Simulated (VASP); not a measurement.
# MgS (F-43m) in VASP: a series of runs

The runs below take MgS through single point, with PBE, LDA.

Everything below comes from runs of VASP 6.6.1. Logs are shortened: lines on timing, memory, paths and dates and some standing lists are left out, and cuts for length are marked.

## Step 1: The cell of the first run

It takes space group F-43m (No. 216, cubic). The conventional cell has a = 5.697 Å, b = 5.697 Å, c = 5.697 Å, α = 90.00°, β = 90.00°, γ = 90.00°. Mg (site symmetry -43m) has 4 S at 2.47 Å within 3.3 Å. S (site symmetry -43m) has 4 Mg at 2.47 Å within 3.3 Å.

## Step 2: Single point, PBE

Input file INCAR:

```
SYSTEM = MgS
PREC = Accurate ; ENCUT = 520
EDIFF = 1E-7 ; ISMEAR = -1
SIGMA = 0.02 ; LREAL = .False.
LASPH = .True. ; NELM = 60
ALGO = Normal ; ISIF = 2
LWAVE = .False. ; LCHARG = .True.
GGA = PE ; LELF = .True.
LVHAR = .True. ; NBANDS = 11
```

Input file KPOINTS:

```
Automatic mesh
0
Gamma
  8 8 8
  0 0 0
```

Input file POSCAR:

```
MgS
1.0
    0.0000000000      2.8486069976      2.8486069976
    2.8486069976      0.0000000000      2.8486069976
    2.8486069976      2.8486069976      0.0000000000
Mg S
1 1
Direct
    0.0000000000      0.0000000000      0.0000000000
    0.7500000000      0.7500000000      0.7500000000
```

Potentials or basis: VASP PAW PBE potentials, release 64 (Mg, S).

Command:

```bash
cat potpaw_PBE.64/Mg/POTCAR potpaw_PBE.64/S/POTCAR > POTCAR
mpirun -np 1 vasp_std > vasp.out
```

OUTCAR:

```text
SYSTEM = MgS
   PREC = Accurate
   ENCUT = 520
   EDIFF = 1E-7
   ISMEAR = -1
   LREAL = .False.
   LASPH = .True.
   NELM = 60
   ISIF = 2
   GGA = PE

 ion  position               nearest neighbor table
   1  0.000  0.000  0.000-   2 2.47   2 2.47   2 2.47   2 2.47
   2  0.750  0.750  0.750-   1 2.47   1 2.47   1 2.47   1 2.47

  LATTYP: Found a face centered cubic cell.
 ALAT       =     5.6972139952

  Lattice vectors:

 A1 = (   0.0000000000,   2.8486069976,   2.8486069976)
 A2 = (   2.8486069976,   0.0000000000,   2.8486069976)
 A3 = (   2.8486069976,   2.8486069976,   0.0000000000)

Analysis of symmetry for initial positions (statically):
=====================================================================
 Subroutine PRICEL returns:
 Original cell was already a primitive cell.

 Routine SETGRP: Setting up the symmetry group for a
 face centered cubic supercell.

 Subroutine GETGRP returns: Found 24 space group operations
 (whereof 24 operations were pure point group operations)
 out of a pool of 48 trial point group operations.

The static configuration has the point symmetry T_d .

Analysis of symmetry for dynamics (positions and initial velocities):
=====================================================================
 Subroutine PRICEL returns:
 Original cell was already a primitive cell.

 Routine SETGRP: Setting up the symmetry group for a
 face centered cubic supercell.

 Subroutine GETGRP returns: Found 24 space group operations
 (whereof 24 operations were pure point group operations)
 out of a pool of 48 trial point group operations.

The dynamic configuration has the point symmetry T_d .

 Subroutine INISYM returns: Found 24 space group operations
 (whereof 24 operations are pure point group operations),
 and found     1 'primitive' translations

----------------------------------------------------------------------------------------

                                     Primitive cell

  volume of cell :      46.2304

  direct lattice vectors                    reciprocal lattice vectors
     0.000000000  2.848606998  2.848606998    -0.175524388  0.175524388  0.175524388
     2.848606998  0.000000000  2.848606998     0.175524388 -0.175524388  0.175524388
     2.848606998  2.848606998  0.000000000     0.175524388  0.175524388 -0.175524388

[... 87 lines left out ...]
   IBRION =     -1    ionic relax: 0-MD 1-quasi-New 2-CG
   NFREE  =      0    steps in history (QN), initial steepest desc. (CG)
   ISIF   =      2    stress and relaxation
   ISYM   =      2    0-nonsym 1-usesym 2-fastsym
   POTIM  = 0.5000    time-step for ionic-motion
   TEBEG  =    0.0;   TEEND  =   0.0 temperature during run
   PSTRESS=    0.0 pullay stress
   NELECT =       8.0000    total number of electrons
   NUPDOWN=      -1.0000    fix difference up-down
   EMIN   =  10.00;   EMAX   =-10.00  energy-range for DOS
   EFERMI =   0.00;   METHOD = LEGACY
   ISMEAR =    -1;   SIGMA  =   0.02  broadening in eV -4-tet -1-fermi 0-gaus
   EFERMI_NEDOS =   21; number of points for ismear=-14 and -15
   IALGO  =     38    algorithm
   IMIX   =      4    mixing-type and parameters
     AMIX     =   0.40;   BMIX     =  1.00
     AMIX_MAG =   1.60;   BMIX_MAG =  1.00
  volume/ion in A,a.u.               =      23.12       155.99
  Fermi-wavevector in a.u.,A,eV,Ry     =   0.912282  1.723962 11.323556  0.832258
  Thomas-Fermi vector in A             =   2.036659
   LORBIT       =      0    0 simple, 1 ext, 2 COOP (PROOUT), +10 PAW based schemes
   GGA     = PE    functional components
   LHFCALC =     F    Hartree Fock is set to
   AEXX    =    0.0000 exact exchange contribution
   IVDW    =     0    specifies the selected vdW correction
   LEPSILON=     F    determine dielectric tensor
   LRPA    =     F    only Hartree local field effects (RPA)
 non-spin polarized calculation
  energy-cutoff  :      520.00
  volume of cell :       46.23
 maximum number of plane-waves:      1265
 NGX is ok and might be reduce to    30
   NGX = 15   NGY = 15   NGZ = 15

 number of electron       8.0000001 magnetization

 Free energy of the ion-electron system (eV)
  ---------------------------------------------------
  ext. energy  EPLUGINS =         0.00000000
  ---------------------------------------------------
  free energy    TOTEN  =        -8.47285337 eV

  energy without entropy =       -8.47285337  energy(sigma->0) =       -8.47285337

 E-fermi :   1.3504     XC(G=0):  -8.3183

 val. band max:        0.9477623586   @ k =   0.0000   0.0000   0.0000
 cond. band min:       4.3132786088   @ k =   0.0000   0.0000   0.0000
 fundamental gap:      3.3655162502
 Fermi energy:         1.3504070165

 k-point     1 :       0.0000    0.0000    0.0000
  band No.  band energies     occupation
      1     -10.2588      2.00000
      2       0.9478      2.00000
      3       0.9478      2.00000
      4       0.9478      2.00000
      5       4.3133      0.00000
      6       8.8493      0.00000
      7       8.8493      0.00000
      8       8.8493      0.00000
      9      11.7396      0.00000
     10      11.7396      0.00000
     11      14.5160      0.00000
[... 309 lines left out ...]
 k-point    24 :      -0.3750    0.2500    0.1250
  band No.  band energies     occupation
      1      -9.5000      2.00000
      2      -1.7711      2.00000
      3      -0.3187      2.00000
      4       0.3166      2.00000
      5       6.9797      0.00000
      6       7.3800      0.00000
      7       9.5848      0.00000
      8       9.7666      0.00000
      9      12.2432      0.00000
     10      13.6875      0.00000
     11      14.9982      0.00000

 [... further k-points ...]

------------------------ aborting loop because EDIFF is reached ----------------------------------------

  FORCE on cell =-STRESS in cart. coord.  units (eV):
  Direction    XX          YY          ZZ          XY          YZ          ZX
  --------------------------------------------------------------------------------------
  -------------------------------------------------------------------------------------
  Total       -0.0411178     -0.0411178     -0.0411178      0.0000000     -0.0000000      0.0000000
  in kB       -1.4249933     -1.4249933     -1.4249933      0.0000000     -0.0000000      0.0000000
  external PRESSURE =      -1.4249933 kB  Pullay stress =       0.0000000 kB

 VOLUME and BASIS-vectors are now :
 -----------------------------------------------------------------------------
  energy-cutoff  :      520.00
  volume of cell :       46.23
      direct lattice vectors                 reciprocal lattice vectors
     0.000000000  2.848606998  2.848606998    -0.175524388  0.175524388  0.175524388
     2.848606998  0.000000000  2.848606998     0.175524388 -0.175524388  0.175524388
     2.848606998  2.848606998  0.000000000     0.175524388  0.175524388 -0.175524388

 POSITION                                       TOTAL-FORCE (eV/Angst)
 -----------------------------------------------------------------------------------
      0.00000      0.00000      0.00000        -0.000000     -0.000000     -0.000000
      4.27291      4.27291      4.27291         0.000000      0.000000      0.000000
 -----------------------------------------------------------------------------------
    total drift:                               -0.000000     -0.000000      0.000000

  FREE ENERGIE OF THE ION-ELECTRON SYSTEM (eV)
  ---------------------------------------------------
  free  energy   TOTEN  =        -8.4728533661 eV

  energy  without entropy=       -8.4728533660  energy(sigma->0) =       -8.47285337
```

OSZICAR:

```text
N       E                     dE             d eps       ncg     rms          rms(c)
DAV:   1     0.224846558862E+02    0.22485E+02   -0.35022E+03   654   0.572E+02
DAV:   2    -0.725025662010E+01   -0.29735E+02   -0.28838E+02   796   0.101E+02
DAV:   3    -0.897941649914E+01   -0.17292E+01   -0.17268E+01   788   0.250E+01
DAV:   4    -0.899381839434E+01   -0.14402E-01   -0.14401E-01   771   0.278E+00
DAV:   5    -0.899398466718E+01   -0.16627E-03   -0.16627E-03   806   0.287E-01    0.400E+00
DAV:   6    -0.849954604048E+01    0.49444E+00   -0.12567E+00   692   0.413E+00    0.305E+00
DAV:   7    -0.846579796776E+01    0.33748E-01   -0.26706E-01   767   0.209E+00    0.239E+00
DAV:   8    -0.847354325988E+01   -0.77453E-02   -0.24129E-02   695   0.935E-01    0.135E+00
DAV:   9    -0.847263200589E+01    0.91125E-03   -0.24489E-03   713   0.243E-01    0.451E-01
DAV:  10    -0.847284615295E+01   -0.21415E-03   -0.72278E-04   722   0.125E-01    0.927E-02
DAV:  11    -0.847285204962E+01   -0.58967E-05   -0.55675E-05   758   0.303E-02    0.596E-02
DAV:  12    -0.847285337835E+01   -0.13287E-05   -0.76679E-06   734   0.135E-02    0.642E-03
DAV:  13    -0.847285336606E+01    0.12289E-07   -0.34237E-07   791   0.290E-03
   1 F= -.84728534E+01 E0= -.84728534E+01  d E =-.160010E-10
```

It took 7.8 s on 1 thread of AMD EPYC 9R45 (Zen 5), shared host; peak memory 0.14 GiB.

What came out:

```
Free energy            : -8.4729 eV
Pressure               : -0.1 GPa
Band gap on the k mesh : 3.37 eV, direct
```

PBE gaps usually lie below the measured ones, often by a third to a half.

[end of part 1 of 2]
